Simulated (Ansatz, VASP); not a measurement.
Two plane-wave programs on Zn

File INCAR:

```
ALGO = Fast
EDIFF = 1E-7
EDIFFG = -0.01
ENCUT = 600
GGA = PS
IBRION = 2
ISIF = 3
ISMEAR = 1
LASPH = True
LCHARG = False
LREAL = False
LWAVE = False
NELM = 100
NSW = 80
PREC = Accurate
SIGMA = 0.1
```

The input KPOINTS:

```
k-points
0
Gamma
  21 21 10
```

POSCAR

```
Zn
1.0
    2.6700000000      0.0000000000      0.0000000000
   -1.3350000000      2.3122878281      0.0000000000
    0.0000000000      0.0000000000      4.9660000000
Zn
2
Direct
    0.3333333333      0.6666666667      0.2500000000
    0.6666666667      0.3333333333      0.7500000000
```

Input for Ansatz:

```yaml
crystal:
  lattice:
    - [2.67, 0.0, 0.0]
    - [-1.335, 2.3122878281, 0.0]
    - [0.0, 0.0, 4.966]
  atoms:
    - { symbol: Zn, position: [0.3333333333, 0.6666666667, 0.25] }
    - { symbol: Zn, position: [0.6666666667, 0.3333333333, 0.75] }
scf:
  occupations: { method: methfessel_paxton, width: 0.1 }
output:
  forces: true
  stress: true
  eigenvalues: true
  write_density: true
  write_potential: true
  elf: true
  volumetric_format: npy
kpoints:
  mp_grid: { grid: [21, 21, 10] }
hamiltonian:
  xc: pbesol
relax:
  f_tol: 0.01
  adjacent_minimum: "off"
  cell: { stress_tol: 0.05 }
```

Alike in both runs: task relaxation of cell and atoms; functional PBEsol; k mesh 21 × 21 × 10; occupations methfessel-paxton of order 1, width 0.1 eV; no spin polarisation.

|  | VASP | Ansatz |
| --- | --- | --- |
| version | VASP 6.6.1 | Ansatz 0.2.0 |
| potentials or method | VASP PAW PBE potentials, release 64 (Zn) | scalar-relativistic, plane waves, PAW |
| plane-wave cutoff (eV) | 600 | 420 |
| valence electrons in the cell | 24 | 24 |

Ansatz gave:

| Item | Value |
| --- | --- |
| gap on the k mesh at the Fermi level, each at its own relaxed structure (eV) | none |
| relaxed volume (Å³/atom) | 14.27 |
| relaxed cell length with the largest relative difference (Å) | 2.591 |

Question: Which values does VASP return?

Answer: gap on the k mesh at the Fermi level, each at its own relaxed structure (eV): none; relaxed volume (Å³/atom): 14.35; relaxed cell length with the largest relative difference (Å): 2.596.

VASP's potentials were made for PBE, not for PBEsol. A gap of «none» marks a metal or a gap that the smearing closes.
